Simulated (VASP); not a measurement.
Wanted: the native input for a VASP 6.6.1 run.

* Task: single point
* Functional: r2SCAN
* Potentials or basis: VASP PAW PBE potentials, release 64 (B, P)
* Cutoff: 550 eV
* k mesh: 6 × 6 × 6
* Occupations: gaussian, width 0.1 eV
* Spin: no spin polarisation
* Dipole correction: no
* Further INCAR settings: ALGO = Normal; EDIFF = 1e-06; NBANDS = 11

The system is BP.

```
CELL_PARAMETERS angstrom
0.00000 2.26900 2.26900
2.26900 0.00000 2.26900
2.26900 2.26900 0.00000
ATOMIC_POSITIONS crystal
B 0.00000 0.00000 0.00000
P 0.75000 0.75000 0.75000
```

The input as run:

POSCAR

```
BP
1.0
    0.0000000000      2.2690000000      2.2690000000
    2.2690000000      0.0000000000      2.2690000000
    2.2690000000      2.2690000000      0.0000000000
B P
1 1
Direct
    0.0000000000      0.0000000000      0.0000000000
    0.7500000000      0.7500000000      0.7500000000
```

INCAR.step1

```
PREC = Accurate
ENCUT = 550
ISMEAR = 0
SIGMA = 0.1
LREAL = F
LASPH = T
NELM = 120
NBANDS = 11
GGA = PE
ALGO = Normal
EDIFF = 1E-5
LWAVE = T
LCHARG = F
GGA_COMPAT = F
```

INCAR.step2

```
PREC = Accurate
ENCUT = 550
EDIFF = 1E-6
ISMEAR = 0
SIGMA = 0.1
LREAL = F
LASPH = T
NELM = 120
ALGO = Normal
ISIF = 2
LWAVE = F
LCHARG = F
METAGGA = R2SCAN
LMIXTAU = T
NBANDS = 11
ISTART = 1
GGA_COMPAT = F
```

KPOINTS

```
Automatic mesh
0
Gamma
  6 6 6
```

Potentials or basis: VASP PAW PBE potentials, release 64 (B, P).

Command:

```console
$ cat potpaw_PBE.64/B/POTCAR potpaw_PBE.64/P/POTCAR > POTCAR
$ cp INCAR.step1 INCAR
$ mpirun -np 1 vasp_std > vasp.out
$ cp INCAR.step2 INCAR
$ mpirun -np 1 vasp_std > vasp.out
```

Results of the run:

```json
{
  "Pressure": "-0.6 GPa",
  "Band gap on the k mesh": "1.54 eV (least direct gap 3.64 eV)"
}
```

Caveat: the PAW data sets were made with another functional, which shifts forces and pressure a little.

Wall time 61 s on 1 thread of Intel Xeon 8259CL, with other jobs on the host, peak memory 0.15 GiB.
